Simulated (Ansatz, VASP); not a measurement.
# SiO2 in VASP and in Ansatz

```xyz
12
Lattice="4.9570 0.0000 0.0000 0.0000 4.9570 0.0000 0.0000 0.0000 6.8903" Properties=species:S:1:pos:R:3 pbc="T T T"
Si    1.5104    1.5104    0.0000
Si    0.9681    3.9889    1.7226
Si    3.4466    3.4466    3.4451
Si    3.9889    0.9681    5.1677
O     1.1803    0.5497    1.2582
O     1.9288    3.6588    2.9807
O     3.7767    4.4073    4.7033
O     3.0282    1.2982    6.4259
O     3.6588    1.9288    3.9096
O     4.4073    3.7767    2.1870
O     1.2982    3.0282    0.4644
O     0.5497    1.1803    5.6321
```

Alike in both runs: task relaxation of the atoms; functional PBE; k mesh 4 × 4 × 3; occupations fermi-dirac, width 0.02 eV; no spin polarisation.

|  | VASP | Ansatz |
| --- | --- | --- |
| version | VASP 6.6.1 | Ansatz 0.2.0 |
| potentials or method | VASP PAW PBE potentials, release 64 (Si, O) | plane-wave PAW, scalar-relativistic |
| plane-wave cutoff (eV) | 520 | 420 |
| valence electrons in the cell | 64 | 64 |

Ansatz gave:

* gap on the k mesh at the Fermi level, each at its own relaxed structure (eV): 5.64

Task: Estimate VASP's values.

Result: gap on the k mesh at the Fermi level, each at its own relaxed structure (eV): 5.63.

Ansatz's warnings: stress scf threshold loose.
